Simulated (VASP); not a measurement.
Wanted: the native input for a VASP 6.6.1 run.

```yaml
Task: single point
Functional: PBE
Potentials_or_basis: VASP PAW PBE potentials, release 64 (V_sv)
Cutoff: 520 eV
k_mesh: 9 × 9 × 9
Occupations: fermi-dirac, width 0.05 eV
Spin: collinear spin, ferromagnetic start
Starting_moments: "[2.0] μB"
Dipole_correction: no
Further_INCAR_settings: ALGO = Normal; EDIFF = 1e-06; NBANDS = 16
```

The structure of V lies in POSCAR:

```
V
1.0
   -1.4970539869      1.4970539869      1.4970539869
    1.4970539869     -1.4970539869      1.4970539869
    1.4970539869      1.4970539869     -1.4970539869
V
1
Direct
    0.0000000000      0.0000000000      0.0000000000
```

The input as run:

INCAR

```
SYSTEM = V
PREC = Accurate ; ENCUT = 520
EDIFF = 1E-6 ; ISMEAR = -1
SIGMA = 0.05 ; LREAL = .False.
LASPH = .True. ; NELM = 150
ALGO = Normal ; ISIF = 2
LWAVE = .False. ; LCHARG = .False.
ISPIN = 2 ; MAGMOM = 2
LORBIT = 11 ; LMAXMIX = 4
GGA = PE ; NBANDS = 16
```

KPOINTS

```
Automatic mesh
0
Gamma
  9 9 9
  0 0 0
```

Potentials or basis: VASP PAW PBE potentials, release 64 (V_sv).

Launch:

```console
$ cat potpaw_PBE.64/V_sv/POTCAR > POTCAR
$ mpirun -np 1 vasp_std > vasp.out
```

It gave:

| Property | Result |
| --- | --- |
| Pressure | 0.2 GPa |
| Net moment | 0.04 μB per cell |
| Site moments | V +0.04 μB |
| Valence electrons inside the program's atomic spheres | V 11.66 |

Wall time 21 s on 1 thread of AMD EPYC 7R43 64-Core Processor (Zen 3), with other jobs on the host, peak memory 0.1 GiB.
